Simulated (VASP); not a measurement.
# Sb (Cmce) in VASP: relaxation of cell and atoms with r2SCAN

Aim: the relaxation of cell and atoms of Sb with r2SCAN.

All numbers are computed with VASP 6.6.1; they aren't measurements. Logs are shortened: lines on timing, memory, paths and dates and some standing lists are left out, and cuts for length are marked.

**1. The cell of the first run**

Symmetry: Cmce, No. 64, orthorhombic system. Conventional cell: a = 3.906 Å, b = 12.391 Å, c = 5.169 Å, α = 90.00°, β = 90.00°, γ = 90.00°. Sb (site symmetry m) has 3 Sb at 2.56 to 2.60 Å within 3.4 Å.

**2. Relaxation of cell and atoms, r2SCAN**

POSCAR

```
Sb
1.0
    1.9530758068     -6.1955576953      0.0000000000
    1.9530758068      6.1955576953      0.0000000000
    0.0000000000      0.0000000000      5.1688652772
Sb
4
Direct
    0.0980000000      0.9020000000      0.9100000000
    0.5980000000      0.4020000000      0.5900000000
    0.9020000000      0.0980000000      0.0900000000
    0.4020000000      0.5980000000      0.4100000000
```

INCAR.step1

```
SYSTEM = Sb
PREC = Accurate ; ENCUT = 600
ISMEAR = 0 ; SIGMA = 0.1
LREAL = .False. ; LASPH = .True.
NELM = 80 ; GGA = PE
ALGO = Normal ; EDIFF = 1E-4
LWAVE = .True. ; LCHARG = .False.
```

INCAR.step2

```
SYSTEM = Sb
PREC = Accurate ; ENCUT = 600
EDIFF = 1E-6 ; ISMEAR = 0
SIGMA = 0.1 ; LREAL = .False.
LASPH = .True. ; NELM = 80
ALGO = Normal ; ISIF = 3
LWAVE = .False. ; LCHARG = .False.
METAGGA = R2SCAN ; LMIXTAU = .True.
IBRION = 2 ; NSW = 90
EDIFFG = -0.04 ; ISTART = 1
```

KPOINTS

```
Automatic mesh
0
Gamma
  6 6 4
  0 0 0
```

Potentials or basis: VASP PAW PBE potentials, release 64 (Sb).

Run with:

```console
$ cat potpaw_PBE.64/Sb/POTCAR > POTCAR
$ cp INCAR.step1 INCAR
$ mpirun -np 1 vasp_std > vasp.out
$ cp INCAR.step2 INCAR
$ mpirun -np 1 vasp_std > vasp.out
```

OUTCAR:

```text
SYSTEM = Sb
   PREC = Accurate
   ENCUT = 600
   EDIFF = 1E-6
   ISMEAR = 0
   LREAL = .False.
   LASPH = .True.
   NELM = 80
   ISIF = 3
   METAGGA = R2SCAN
   IBRION = 2
   NSW = 90
   EDIFFG = -0.04
   ISTART = 1

 ion  position               nearest neighbor table
   1  0.098  0.902  0.910-   2 2.56   2 2.56   3 2.60
   2  0.598  0.402  0.590-   1 2.56   1 2.56   4 2.60
   3  0.902  0.098  0.090-   4 2.56   4 2.56   1 2.60
   4  0.402  0.598  0.410-   3 2.56   3 2.56   2 2.60

  LATTYP: Found a base centered orthorhombic cell.
 ALAT       =     3.9061516136
 B/A-ratio  =     3.1722054381
 C/A-ratio  =     1.3232628399

  Lattice vectors:

 A1 = (   1.9530758068,  -6.1955576953,   0.0000000000)
 A2 = (   1.9530758068,   6.1955576953,   0.0000000000)
 A3 = (   0.0000000000,   0.0000000000,   5.1688652772)

Analysis of symmetry for initial positions (statically):
=====================================================================
 Subroutine PRICEL returns:
 Original cell was already a primitive cell.

 Routine SETGRP: Setting up the symmetry group for a
 base centered orthorhombic supercell.

 Subroutine GETGRP returns: Found  8 space group operations
 (whereof  4 operations were pure point group operations)
 out of a pool of  8 trial point group operations.

The static configuration has the point symmetry C_2h.
 The point group associated with its full space group is D_2h.

Analysis of symmetry for dynamics (positions and initial velocities):
=====================================================================
 Subroutine PRICEL returns:
 Original cell was already a primitive cell.

 Routine SETGRP: Setting up the symmetry group for a
 base centered orthorhombic supercell.

 Subroutine GETGRP returns: Found  8 space group operations
 (whereof  4 operations were pure point group operations)
 out of a pool of  8 trial point group operations.

The dynamic configuration has the point symmetry C_2h.
 The point group associated with its full space group is D_2h.

 Subroutine INISYM returns: Found  8 space group operations
 (whereof  4 operations are pure point group operations),
 and found     1 'primitive' translations

----------------------------------------------------------------------------------------

                                     Primitive cell

  volume of cell :     125.0906

  direct lattice vectors                    reciprocal lattice vectors
     1.953075807 -6.195557695  0.000000000     0.256006448 -0.080702985  0.000000000
     1.953075807  6.195557695  0.000000000     0.256006448  0.080702985  0.000000000
     0.000000000  0.000000000  5.168865277     0.000000000  0.000000000  0.193466060

  length of vectors
     6.496109625  6.496109625  5.168865277     0.268425545  0.268425545  0.193466060

  position of ions in fractional coordinates (direct lattice)
     0.098000000  0.902000000  0.910000000
     0.598000000  0.402000000  0.590000000
     0.902000000  0.098000000  0.090000000
     0.402000000  0.598000000  0.410000000

  ion indices of the primitive-cell ions
   primitive index   ion index
                 1           1
                 2           2
                 3           3
                 4           4

----------------------------------------------------------------------------------------

 KPOINTS: Automatic mesh

Automatic generation of k-mesh.
 Grid dimensions read from file:
 generate k-points for:    6    6    4

 Generating k-lattice:

  Cartesian coordinates                     Fractional coordinates (reciprocal lattice)
     0.042667741 -0.013450498  0.000000000     0.166666667  0.000000000  0.000000000
     0.042667741  0.013450498  0.000000000     0.000000000  0.166666667  0.000000000
     0.000000000  0.000000000  0.048366515     0.000000000  0.000000000  0.250000000

  Length of vectors
     0.044737591  0.044737591  0.048366515

  Shift w.r.t. Gamma in fractional coordinates (k-lattice)
     0.000000000  0.000000000  0.000000000

 Subroutine IBZKPT returns following result:
 ===========================================

 Found     39 irreducible k-points:

 Following reciprocal coordinates:
            Coordinates               Weight
  0.000000  0.000000  0.000000      1.000000
  0.166667  0.000000  0.000000      4.000000
  0.333333  0.000000  0.000000      4.000000
  0.500000  0.000000  0.000000      2.000000
  0.166667  0.166667  0.000000      2.000000
  0.333333  0.166667  0.000000      4.000000
[... 16 lines left out ...]
  0.333333  0.333333  0.250000      4.000000
  0.500000  0.333333  0.250000      8.000000
 [... further k-points ...]
   k-points           NKPTS =     39   k-points in BZ     NKDIM =     39   number of bands    NBANDS=     14
   number of dos      NEDOS =    301   number of ions     NIONS =      4
   total plane-waves  NPLWV = 122472
   dimension x,y,z NGX =    54 NGY =   54 NGZ =   42
   dimension x,y,z NGXF=   108 NGYF=  108 NGZF=   84
   ions per type =               4
   NGX,Y,Z   is equivalent  to a cutoff of  13.82, 13.82, 13.51 a.u.
   NGXF,Y,Z  is equivalent  to a cutoff of  27.64, 27.64, 27.02 a.u.
 SYSTEM =  Sb
   PREC   = accura    normal or accurate (medium, high low for compatibility)
   ISTART =      1    job   : 0-new  1-cont  2-samecut
   ICHARG =      0    charge: 1-file 2-atom 10-const
   ISPIN  =      1    spin polarized calculation?
   LNONCOLLINEAR =      F non collinear calculations
   LSORBIT =      F    spin-orbit coupling
   LASPH  =      T    aspherical Exc in radial PAW
   ENCUT  =  600.0 eV  44.10 Ry    6.64 a.u.  12.97 12.97 10.32*2*pi/ulx,y,z
   NELM   =     80;   NELMIN=  2; NELMDL=  0     # of ELM steps
   EDIFF  = 0.1E-05   stopping-criterion for ELM
   LREAL  =      F    real-space projection
   EDIFFG = -.4E-01   stopping-criterion for IOM
   NSW    =     90    number of steps for IOM
   IBRION =      2    ionic relax: 0-MD 1-quasi-New 2-CG
   NFREE  =      1    steps in history (QN), initial steepest desc. (CG)
   ISIF   =      3    stress and relaxation
   ISYM   =      2    0-nonsym 1-usesym 2-fastsym
   POTIM  = 0.5000    time-step for ionic-motion
   TEBEG  =    0.0;   TEEND  =   0.0 temperature during run
   PSTRESS=    0.0 pullay stress
   NELECT =      20.0000    total number of electrons
   NUPDOWN=      -1.0000    fix difference up-down
   EMIN   =  10.00;   EMAX   =-10.00  energy-range for DOS
   EFERMI =   0.00;   METHOD = LEGACY
   ISMEAR =     0;   SIGMA  =   0.10  broadening in eV -4-tet -1-fermi 0-gaus
   EFERMI_NEDOS =   21; number of points for ismear=-14 and -15
   IALGO  =     38    algorithm
   IMIX   =      4    mixing-type and parameters
     AMIX     =   0.40;   BMIX     =  1.00
     AMIX_MAG =   1.60;   BMIX_MAG =  1.00
  volume/ion in A,a.u.               =      31.27       211.04
  Fermi-wavevector in a.u.,A,eV,Ry     =   0.888539  1.679096 10.741826  0.789502
  Thomas-Fermi vector in A             =   2.009982
   LORBIT       =      0    0 simple, 1 ext, 2 COOP (PROOUT), +10 PAW based schemes
   METAGGA = R2SCAN    functional components
   LHFCALC =     F    Hartree Fock is set to
   AEXX    =    0.0000 exact exchange contribution
   IVDW    =     0    specifies the selected vdW correction
   LEPSILON=     F    determine dielectric tensor
   LRPA    =     F    only Hartree local field effects (RPA)
 conjugate gradient relaxation of ions
 non-spin polarized calculation
 Gauss-broadening in eV      SIGMA  =   0.10
  energy-cutoff  :      600.00
  volume of cell :      125.09
 maximum number of plane-waves:      4204
 NGX is ok and might be reduce to    54
   NGX = 25   NGY = 25   NGZ = 21

--------------------------------------- Ionic step        1  -------------------------------------------

 number of electron      20.0000000 magnetization

 Free energy of the ion-electron system (eV)
  ---------------------------------------------------
  ext. energy  EPLUGINS =         0.00000000
  ---------------------------------------------------
  free energy    TOTEN  =      -100.20071474 eV

  energy without entropy =     -100.19991692  energy(sigma->0) =     -100.20031583

------------------------ aborting loop because EDIFF is reached ----------------------------------------

  FORCE on cell =-STRESS in cart. coord.  units (eV):
  Direction    XX          YY          ZZ          XY          YZ          ZX
  --------------------------------------------------------------------------------------
  -------------------------------------------------------------------------------------
  Total       18.3690643     13.0351744     16.1793282      0.0000000     -0.0000000      0.0000000
  in kB      235.2734399    166.9562620    207.2270060      0.0000000     -0.0000000      0.0000000
  external PRESSURE =     203.1522360 kB  Pullay stress =       0.0000000 kB
[... 95 lines left out ...]
  FREE ENERGIE OF THE ION-ELECTRON SYSTEM (eV)
  ---------------------------------------------------
  free  energy   TOTEN  =      -102.5063313625 eV

  energy  without entropy=     -102.5063312750  energy(sigma->0) =     -102.50633132

 E-fermi :   4.7539     XC(G=0):  -8.8253

 val. band max:        4.6834810554   @ k =   0.5000   0.5000   0.0000
 cond. band min:       4.8243083713   @ k =   0.5000   0.5000   0.0000
 fundamental gap:      0.1408273159
 Fermi energy:         4.7538963803

 k-point     1 :       0.0000    0.0000    0.0000
  band No.  band energies     occupation
      1      -7.7885      2.00000
      2      -5.8958      2.00000
      3      -3.6999      2.00000
      4      -0.9710      2.00000
      5       0.0748      2.00000
      6       1.4416      2.00000
      7       2.2544      2.00000
      8       2.8748      2.00000
      9       3.3135      2.00000
     10       3.8242      2.00000
     11       5.9754      0.00000
     12       6.5846      0.00000
     13       6.7914      0.00000
     14       7.3346      0.00000
[... 375 lines left out ...]
 k-point    24 :       0.5000    0.3333    0.2500
  band No.  band energies     occupation
      1      -7.2155      2.00000
      2      -6.1038      2.00000
      3      -3.8566      2.00000
      4      -2.2735      2.00000
      5       0.9538      2.00000
      6       1.4853      2.00000
      7       2.3796      2.00000
      8       2.7714      2.00000
      9       3.6559      2.00000
     10       3.8435      2.00000
     11       5.6423      0.00000
     12       6.4410      0.00000
     13       6.8575      0.00000
     14       7.3690      0.00000

 [... further k-points ...]

[... ionic steps 4 to 11 ...]

--------------------------------------- Ionic step       12  -------------------------------------------

 number of electron      20.0000000 magnetization

------------------------ aborting loop because EDIFF is reached ----------------------------------------

  FORCE on cell =-STRESS in cart. coord.  units (eV):
  Direction    XX          YY          ZZ          XY          YZ          ZX
  --------------------------------------------------------------------------------------
  -------------------------------------------------------------------------------------
  Total        0.8231526      0.1456833      0.2735790      0.0000000      0.0000000      0.0000000
  in kB        9.9775187      1.7658420      3.3160798      0.0000000      0.0000000      0.0000000
  external PRESSURE =       5.0198135 kB  Pullay stress =       0.0000000 kB
[... 61 lines left out ...]
  energy  without entropy=     -102.6751923498  energy(sigma->0) =     -102.67541393

--------------------------------------- Ionic step       14  -------------------------------------------

 number of electron      20.0000000 magnetization

 Free energy of the ion-electron system (eV)
  ---------------------------------------------------
  ext. energy  EPLUGINS =         0.00000000
  ---------------------------------------------------
  free energy    TOTEN  =      -102.68049756 eV

  energy without entropy =     -102.67981794  energy(sigma->0) =     -102.68015775

 E-fermi :   5.7370     XC(G=0):  -9.4969

 val. band max:        5.6401004750   @ k =  -0.3333   0.3333   0.0000
 cond. band min:       5.7933799288   @ k =   0.5000   0.5000   0.0000
 fundamental gap:      0.1532794538
 Fermi energy:         5.7369647424

 k-point     1 :       0.0000    0.0000    0.0000
  band No.  band energies     occupation
      1      -6.7864      2.00000
      2      -4.4379      2.00000
      3      -2.1403      2.00000
      4       0.5361      2.00000
      5       0.8344      2.00000
      6       2.3674      2.00000
      7       2.9711      2.00000
      8       3.8973      2.00000
      9       4.1517      2.00000
     10       5.1714      2.00000
     11       7.8429      0.00000
     12       8.0938      0.00000
     13       8.1507      0.00000
     14       8.9606      0.00000
[... 375 lines left out ...]
 k-point    24 :       0.5000    0.3333    0.2500
  band No.  band energies     occupation
      1      -5.9916      2.00000
      2      -4.7715      2.00000
      3      -2.8618      2.00000
      4      -1.1610      2.00000
      5       1.7574      2.00000
      6       2.8143      2.00000
      7       3.6547      2.00000
      8       4.4235      2.00000
      9       4.8393      2.00000
     10       5.1820      2.00000
     11       6.5079      0.00000
     12       7.3498      0.00000
     13       7.6024      0.00000
     14       8.7296      0.00000

 [... further k-points ...]

------------------------ aborting loop because EDIFF is reached ----------------------------------------

  FORCE on cell =-STRESS in cart. coord.  units (eV):
  Direction    XX          YY          ZZ          XY          YZ          ZX
  --------------------------------------------------------------------------------------
  -------------------------------------------------------------------------------------
  Total       -0.0266756     -0.0593080      0.0341299      0.0000000      0.0000000      0.0000000
  in kB       -0.3219232     -0.7157343      0.4118824      0.0000000      0.0000000      0.0000000
  external PRESSURE =      -0.2085917 kB  Pullay stress =       0.0000000 kB
[... 19 lines left out ...]
  FREE ENERGIE OF THE ION-ELECTRON SYSTEM (eV)
  ---------------------------------------------------
  free  energy   TOTEN  =      -102.6804975560 eV

  energy  without entropy=     -102.6798179407  energy(sigma->0) =     -102.68015775

 reached required accuracy - stopping structural energy minimisation
```

Run time: 45 min. Hardware: 1 thread of Intel Xeon 6975P-C (Granite Rapids), shared host; peak memory 0.41 GiB.

What came out:

| Property | Result |
| --- | --- |
| Free energy | -102.6805 eV |
| Relaxed volume | 33.19 Å³/atom |
| Relaxed cell | a = 6.643 Å, b = 6.643 Å, c = 4.886 Å, α = 90.00°, β = 90.00°, γ = 141.99° |
| Space group after relaxing (to 0.1 Å) | Cmce (No. 64) |
| Energy gained by relaxing | 619.9 meV/atom |
| Ionic steps | 14 |
| Pressure after relaxing | 0.0 GPa |
| Largest force after relaxing | 0.031 eV/Å |

Forces on the atoms (eV/Å):
```
Sb   0.000  0.007  0.030
Sb   0.000  0.007 -0.030
Sb   0.000 -0.007 -0.030
Sb   0.000 -0.007  0.030
```

The path:
```tsv
step	energy change (eV)	largest force (eV/Å)	pressure (GPa)	volume (Å³)
1	0.0000	4.3010	20.32	125.09
2	0.0668	1.7906	-7.42	211.33
3	-2.3056	0.1685	-1.45	158.39
4	-2.3202	0.2635	-0.77	156.15
5	-2.3224	0.3490	-0.33	154.81
6	-2.3485	0.2738	-0.42	153.49
7	-2.3494	0.2958	-0.43	153.21
8	-2.3726	0.2061	-0.28	150.40
9	-2.3988	0.1482	0.31	142.19
10	-2.4192	0.1607	0.05	140.74
11	-2.4543	0.2522	-0.59	136.28
12	-2.4749	0.0515	0.50	132.18
13	-2.4749	0.0469	0.48	132.27
14	-2.4798	0.0307	-0.02	132.76
```

Final structure:
```
Sb
1.0
     2.16297   -6.28050    0.00000
     2.16297    6.28050    0.00000
     0.00000    0.00000    4.88650
Sb
4
Direct
  0.11226 0.88774 0.94779
  0.61226 0.38774 0.55221
  0.88774 0.11226 0.05221
  0.38774 0.61226 0.44779
```

Caveat: the PAW data sets were made with another functional, which shifts forces and pressure a little; spin-orbit coupling is left out, which moves the levels of the heavy elements.
